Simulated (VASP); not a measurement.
# LiBr (Fm-3m) in VASP: further runs

LiBr is run at these levels: PBE; tasks: vibrations by perturbation theory, elastic constants.

Everything below comes from runs of VASP 6.6.1. Logs are shortened: lines on timing, memory, paths and dates and some standing lists are left out, and cuts for length are marked.

## Step 1: The cell of the first run

Symmetry: Fm-3m, No. 225, cubic system. The conventional cell has a = 5.511 Å, b = 5.511 Å, c = 5.511 Å, α = 90.00°, β = 90.00°, γ = 90.00°. Within 3.6 Å of Li (site symmetry m-3m) lie 6 Br at 2.76 Å. Within 3.6 Å of Br (site symmetry m-3m) lie 6 Li at 2.76 Å.

## Step 2: Vibrations by perturbation theory, PBE

INCAR reads:

```
SYSTEM = LiBr
PREC = Accurate
ENCUT = 750
EDIFF = 1E-8
ISMEAR = 0
SIGMA = 0.01
LREAL = .FALSE.
LASPH = .TRUE.
NELM = 120
ALGO = Normal
ISIF = 2
LWAVE = .FALSE.
LCHARG = .FALSE.
GGA = PE
IBRION = 8
NSW = 1
LEPSILON = .TRUE.
GGA_COMPAT = .FALSE.
```

KPOINTS reads:

```
Automatic mesh
0
G
  8 8 8
  0 0 0
```

POSCAR reads:

```
LiBr
1.0
    0.0000000000      2.7555048864      2.7555048864
    2.7555048864      0.0000000000      2.7555048864
    2.7555048864      2.7555048864      0.0000000000
Li Br
1 1
Direct
    0.5000000000      0.5000000000      0.5000000000
    0.0000000000      0.0000000000      0.0000000000
```

Potentials or basis: VASP PAW PBE potentials, release 64 (Li_sv, Br).

Run with:

```console
cat potpaw_PBE.64/Li_sv/POTCAR potpaw_PBE.64/Br/POTCAR > POTCAR
mpirun -np 1 vasp_std > vasp.out
```

OUTCAR:

```text
SYSTEM = LiBr
   PREC = Accurate
   ENCUT = 750
   EDIFF = 1E-8
   ISMEAR = 0
   LREAL = .FALSE.
   LASPH = .TRUE.
   NELM = 120
   ISIF = 2
   GGA = PE
   IBRION = 8
   NSW = 1
   LEPSILON = .TRUE.

 ion  position               nearest neighbor table
   1  0.500  0.500  0.500-
   2  0.000  0.000  0.000-

  LATTYP: Found a face centered cubic cell.
 ALAT       =     5.5110097728

  Lattice vectors:

 A1 = (   0.0000000000,   2.7555048864,   2.7555048864)
 A2 = (   2.7555048864,   0.0000000000,   2.7555048864)
 A3 = (   2.7555048864,   2.7555048864,   0.0000000000)

Analysis of symmetry for initial positions (statically):
=====================================================================
 Subroutine PRICEL returns:
 Original cell was already a primitive cell.

 Routine SETGRP: Setting up the symmetry group for a
 face centered cubic supercell.

 Subroutine GETGRP returns: Found 48 space group operations
 (whereof 48 operations were pure point group operations)
 out of a pool of 48 trial point group operations.

The static configuration has the point symmetry O_h .

Analysis of symmetry for dynamics (positions and initial velocities):
=====================================================================
 Subroutine PRICEL returns:
 Original cell was already a primitive cell.

 Routine SETGRP: Setting up the symmetry group for a
 face centered cubic supercell.

 Subroutine GETGRP returns: Found 48 space group operations
 (whereof 48 operations were pure point group operations)
 out of a pool of 48 trial point group operations.

The dynamic configuration has the point symmetry O_h .

 Subroutine INISYM returns: Found 48 space group operations
 (whereof 48 operations are pure point group operations),
 and found     1 'primitive' translations

----------------------------------------------------------------------------------------

                                     Primitive cell

  volume of cell :      41.8440

  direct lattice vectors                    reciprocal lattice vectors
     0.000000000  2.755504886  2.755504886    -0.181454949  0.181454949  0.181454949
     2.755504886  0.000000000  2.755504886     0.181454949 -0.181454949  0.181454949
     2.755504886  2.755504886  0.000000000     0.181454949  0.181454949 -0.181454949

  length of vectors
     3.896872382  3.896872382  3.896872382     0.314289192  0.314289192  0.314289192

  position of ions in fractional coordinates (direct lattice)
     0.500000000  0.500000000  0.500000000
     0.000000000  0.000000000  0.000000000

  ion indices of the primitive-cell ions
   primitive index   ion index
                 1           1
                 2           2

----------------------------------------------------------------------------------------

 KPOINTS: Automatic mesh

Automatic generation of k-mesh.
 Grid dimensions read from file:
[... 436 lines left out ...]
           3.726665    -0.000000     0.000000
          -0.000000     3.726665     0.000000
          -0.000000    -0.000000     3.726665
 ------------------------------------------------------

 Free energy of the ion-electron system (eV)
  ---------------------------------------------------
  ---------------------------------------------------
  free energy    TOTEN  =        -0.32070563 eV

  energy without entropy =       -0.32070563

------------------------ aborting loop because EDIFF is reached ----------------------------------------

--------------------------------------- Ionic step        2  -------------------------------------------

------------------------ aborting loop because EDIFF is reached ----------------------------------------

--------------------------------------- Ionic step        3  -------------------------------------------

------------------------ aborting loop because EDIFF is reached ----------------------------------------

 PIEZOELECTRIC TENSOR FIELD DIRECTION 3  (e Angst)
 -----------------------------------------------------------------------------
    -0.00046  0.00000 -0.00000           (  0.00000  0.00000  0.00000)
     0.00000 -0.00046 -0.00000           (  0.00000  0.00000  0.00000)
     0.00000 -0.00000 -0.00035           (  0.00000  0.00000  0.00000)

 PIEZOELECTRIC TENSOR FIELD DIRECTION 3  (C/m^2)
 -----------------------------------------------------------------------------
    -0.00017  0.00000 -0.00000
     0.00000 -0.00017 -0.00000
     0.00000 -0.00000 -0.00013

--------------------------------------- Ionic step        4  -------------------------------------------

------------------------ aborting loop because EDIFF is reached ----------------------------------------

[... ionic steps 5 to 6 ...]

--------------------------------------- Ionic step        7  -------------------------------------------

 Free energy of the ion-electron system (eV)
  ---------------------------------------------------
  ---------------------------------------------------
  free energy    TOTEN  =        -0.13824854 eV

  energy without entropy =       -0.13824854

------------------------ aborting loop because EDIFF is reached ----------------------------------------

 INTERNAL STRAIN TENSOR  FOR ION    2  DIRECTION 1   (eV/Angst):
 -----------------------------------------------------------------------------
     0.00226 -0.00000  0.00000
     0.00000  0.00952 -0.00000
     0.00000 -0.00000  0.00952

 MACROSCOPIC STATIC DIELECTRIC TENSOR (including local field effects in DFT)
 ------------------------------------------------------
           3.419970     0.000000    -0.000000
           0.000000     3.419970     0.000000
          -0.000000     0.000000     3.419970
 ------------------------------------------------------

 PIEZOELECTRIC TENSOR (including local field effects)  for field in x, y, z        (e  Angst)
          XX          YY          ZZ          XY          YZ          ZX
  --------------------------------------------------------------------------------
  x     0.00000     0.00000     0.00000     0.00000     0.00000     0.00000
  y     0.00000     0.00000     0.00000     0.00000     0.00000     0.00000
  z     0.00000     0.00000     0.00000     0.00000     0.00000     0.00000

 PIEZOELECTRIC TENSOR (including local field effects)  for field in x, y, z        (C/m^2)
          XX          YY          ZZ          XY          YZ          ZX
  --------------------------------------------------------------------------------
  x     0.00000     0.00000     0.00000     0.00000     0.00000     0.00000
  y     0.00000     0.00000     0.00000     0.00000     0.00000     0.00000
  z     0.00000     0.00000     0.00000     0.00000     0.00000     0.00000

 BORN EFFECTIVE CHARGES (including local field effects) (in |e|, cummulative output)
 ---------------------------------------------------------------------------------
 ion    1
    1     1.24270     0.00000     0.00000
    2     0.00000     1.24270     0.00000
    3     0.00000     0.00000     1.24270
 ion    2
    1    -1.24270     0.00000     0.00000
    2     0.00000    -1.24270     0.00000
    3     0.00000     0.00000    -1.24270

 INTERNAL STRAIN TENSOR FOR ION    2 for displacements in x,y,z  (eV/Angst):
          X           Y           Z          XY          YZ          ZX
  --------------------------------------------------------------------------------
  x     0.00000     0.00000     0.00000     0.00000     0.00000     0.00000
  y     0.00000     0.00000     0.00000     0.00000     0.00000     0.00000
  z     0.00000     0.00000     0.00000     0.00000     0.00000     0.00000

 SECOND DERIVATIVES (NOT SYMMETRIZED)
 ------------------------------------
               1X          1Y          1Z          2X          2Y          2Z
  1X    -0.466072    0.000000    0.000000    0.466072    0.000000    0.000000
  1Y     0.000000   -0.466072    0.000000    0.000000    0.466072    0.000000
  1Z     0.000000    0.000000   -0.466072    0.000000    0.000000    0.466072
  2X     0.464518    0.000000    0.000000   -0.464518    0.000000    0.000000
  2Y     0.000000    0.464518    0.000000    0.000000   -0.464518    0.000000
  2Z     0.000000    0.000000    0.464518    0.000000    0.000000   -0.464518

 Eigenvectors and eigenvalues of the dynamical matrix
 ----------------------------------------------------

   1 f  =    4.203593 THz    26.411952 2PiTHz  140.216759 cm-1    17.384655 meV
             X         Y         Z           dx          dy          dz
      2.755505  2.755505  2.755505     0.958954    0.000000    0.000000
      0.000000  0.000000  0.000000    -0.283562    0.000000    0.000000
[... 21 lines left out ...]
   6 f/i=    0.001909 THz     0.011993 2PiTHz    0.063671 cm-1     0.007894 meV
             X         Y         Z           dx          dy          dz
      2.755505  2.755505  2.755505     0.200508    0.000000    0.200508
      0.000000  0.000000  0.000000     0.678083   -0.000000    0.678083

--------------------------------------------------------------------------------------------------------

 MACROSCOPIC STATIC DIELECTRIC TENSOR IONIC CONTRIBUTION
 ------------------------------------------------------
          14.352759     0.000000     0.000000
           0.000000    14.352759    -0.000000
           0.000000    -0.000000    14.352759
 ------------------------------------------------------

 ELASTIC MODULI CONTR FROM IONIC RELAXATION (kBar)
 Direction    XX          YY          ZZ          XY          YZ          ZX
 --------------------------------------------------------------------------------
 XX           0.0000      0.0000      0.0000      0.0000      0.0000      0.0000
 YY           0.0000      0.0000      0.0000      0.0000      0.0000      0.0000
 ZZ           0.0000      0.0000      0.0000      0.0000      0.0000      0.0000
 XY           0.0000      0.0000      0.0000      0.0000      0.0000      0.0000
 YZ           0.0000      0.0000      0.0000      0.0000      0.0000      0.0000
 ZX           0.0000      0.0000      0.0000      0.0000      0.0000      0.0000
 --------------------------------------------------------------------------------

 PIEZOELECTRIC TENSOR IONIC CONTR  for field in x, y, z        (C/m^2)
          XX          YY          ZZ          XY          YZ          ZX
  --------------------------------------------------------------------------------
  x     0.00000     0.00000     0.00000     0.00000     0.00000     0.00000
  y     0.00000     0.00000     0.00000     0.00000     0.00000     0.00000
  z     0.00000     0.00000     0.00000     0.00000     0.00000     0.00000
```

Run time: 5.5 min. Hardware: 1 thread of Intel Xeon Platinum 8488C (Sapphire Rapids), shared host; peak memory 0.31 GiB.

Results:

- Electronic dielectric tensor (diagonal): 3.42
- Born charges (mean of the diagonal): Li +1.24; Br -1.24 e
- Highest phonon frequency at Γ, LO-TO splitting left out: 140 cm⁻¹

Phonon frequencies in cm⁻¹ (negative: imaginary):
```tsv
q point	frequencies
(0.000, 0.000, 0.000)	0 0 0 140 140 140
```

Electronic dielectric tensor:
```
3.42 0.00 0.00
0.00 3.42 0.00
0.00 0.00 3.42
```

Born effective charge tensors (e):
atom 1, Li
```
1.24 0.00 0.00
0.00 1.24 0.00
0.00 0.00 1.24
```
atom 2, Br
```
-1.24  0.00  0.00
 0.00 -1.24  0.00
 0.00  0.00 -1.24
```

## Step 3: Elastic constants, PBE

INCAR reads:

```
PREC = Accurate ; ENCUT = 750
EDIFF = 1E-8 ; ISMEAR = 0
SIGMA = 0.01 ; LREAL = F
LASPH = T ; NELM = 120
ALGO = Normal ; ISIF = 3
LWAVE = F ; LCHARG = F
GGA = PE ; IBRION = 6
NFREE = 2 ; POTIM = 0.015
NSW = 1 ; GGA_COMPAT = F
```

KPOINTS reads:

```
regular mesh
0
Gamma
  8 8 8
```

POSCAR is that of step 2.

Potentials or basis: VASP PAW PBE potentials, release 64 (Li_sv, Br).

Run with:

```console
cat potpaw_PBE.64/Li_sv/POTCAR potpaw_PBE.64/Br/POTCAR > POTCAR
mpirun -np 1 vasp_std > vasp.out
```

Wall time 6.8 min (1 thread of Intel Xeon Platinum 8488C (Sapphire Rapids), shared host); peak memory 0.35 GiB.

It converged, with:

| Quantity | Value |
| --- | --- |
| Elastic constants C11, C12, C44 | 43, 18, 19 GPa |
| Voigt bulk modulus | 26 GPa |
| Highest phonon frequency at Γ, LO-TO splitting left out | 140 cm⁻¹ |

Phonon frequencies in cm⁻¹ (negative: imaginary):
```
              q point        frequencies
(0.000, 0.000, 0.000)  0 0 0 140 140 140
```

Elastic tensor in Voigt notation (GPa, in the Cartesian axes of the cell as first typed):
```
43 18 18  0  0  0
18 43 18  0  0  0
18 18 43  0  0  0
 0  0  0 19  0  0
 0  0  0  0 19  0
 0  0  0  0  0 19
```

Clamped-ion elastic tensor (GPa):
```
43 18 18  0  0  0
18 43 18  0  0  0
18 18 43  0  0  0
 0  0  0 19  0  0
 0  0  0  0 19  0
 0  0  0  0  0 19
```
